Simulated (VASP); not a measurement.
Input of a VASP 6.6.1 run:

Contents of INCAR:

```
PREC = Accurate
ENCUT = 520
EDIFF = 1E-7
ISMEAR = 1
SIGMA = 0.01
LREAL = False
LASPH = True
NELM = 100
ALGO = Normal
ISIF = 2
LWAVE = False
LCHARG = True
GGA = PE
LELF = True
LVHAR = True
NBANDS = 16
```

KPOINTS

```
regular mesh
0
Gamma
  7 7 7
```

File POSCAR:

```
AlC3
1.0
    3.2185866497      0.0000000000      0.0000000000
    0.0000000000      3.2185866497      0.0000000000
    0.0000000000      0.0000000000      3.2185866497
Al C
1 3
Direct
    0.0000000000      0.0000000000      0.0000000000
    0.0000000000      0.5000000000      0.5000000000
    0.5000000000      0.0000000000      0.5000000000
    0.5000000000      0.5000000000      0.0000000000
```

Potentials or basis: VASP PAW PBE potentials, release 64 (Al, C).

Launch:

```console
$ cat potpaw_PBE.64/Al/POTCAR potpaw_PBE.64/C/POTCAR > POTCAR
$ mpirun -np 1 vasp_std > vasp.out
```

Q: Predict the pressure.

A: -1.9 GPa.
